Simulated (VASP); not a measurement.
YTe, 2 atoms in the cell. Symmetry: I4/mmm, No. 139, tetragonal system. The conventional cell has a = 4.655 Å, b = 4.655 Å, c = 6.095 Å, α = 90.00°, β = 90.00°, γ = 90.00°. Within 4.0 Å of Y (site symmetry 4/mmm) lie 6 Te at 3.05 to 3.29 Å. Te (site symmetry 4/mmm) has 6 Y at 3.05 to 3.29 Å within 4.0 Å.  This cell differs from its parent crystal: strain +0.080 along x and y, +0.000 along z.

```yaml
Program: VASP 6.6.1
Task: single point
Functional: PBEsol
Potentials_or_basis: VASP PAW PBE potentials, release 64 (Y_sv, Te)
Cutoff: 520 eV
k_mesh: 14 × 14 × 14
Occupations: gaussian, width 0.15 eV
Spin: no spin polarisation
Dipole_correction: no
Further_INCAR_settings: ALGO = Normal; EDIFF = 1e-06; NBANDS = 16
```

Potentials or basis: VASP PAW PBE potentials, release 64 (Y_sv, Te).

Run with:

```bash
$ cat potpaw_PBE.64/Y_sv/POTCAR potpaw_PBE.64/Te/POTCAR > POTCAR
$ mpirun -np 1 vasp_std > vasp.out
```

Hardware: 1 thread of Intel Xeon 8259CL, on a shared host.

Q: Estimate the wall time of this run.

A: It took 6.5 min on 1 thread of Intel Xeon 8259CL, on a shared host, peak memory 0.45 GiB. Counts: scf iterations 13, k points 244.
